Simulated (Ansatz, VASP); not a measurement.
## AlN in VASP and in Ansatz

```
Al N
1.0
     0.00000    2.17107    2.17107
     2.17107    0.00000    2.17107
     2.17107    2.17107    0.00000
Al N
1 1
Cartesian
  0.0000 0.0000 0.0000
  1.0855 1.0855 1.0855
```

Alike in both runs: functional LDA; k mesh 10 × 10 × 10; occupations gaussian, width 0.02 eV; no spin polarisation.

Ansatz relaxed the structure, and its values are those at the end. VASP's run is a single point on that final structure, the one shown.

```csv
,VASP,Ansatz
version,VASP 6.6.1,Ansatz 0.2.0
potentials or method,"VASP PAW LDA potentials, release 64 (Al, N), cutoff 520 eV","scalar-relativistic, plane waves, PAW"
valence electrons in the cell,8,8
```

|  | VASP | Ansatz | Ansatz less VASP |
| --- | --- | --- | --- |
| gap on the k mesh at the Fermi level (eV) | 3.23 | 3.25 | +0.019 |
| least direct gap on the mesh (eV) | 4.39 | 4.39 | -0.007 |
| pressure (GPa) | 0.7 | 0.0 | -0.65 |

Ansatz warns that its potentials were made for another functional, while VASP's fit it. LDA's correlation is that of Perdew and Zunger in VASP and of Perdew and Wang (1992) in Ansatz.
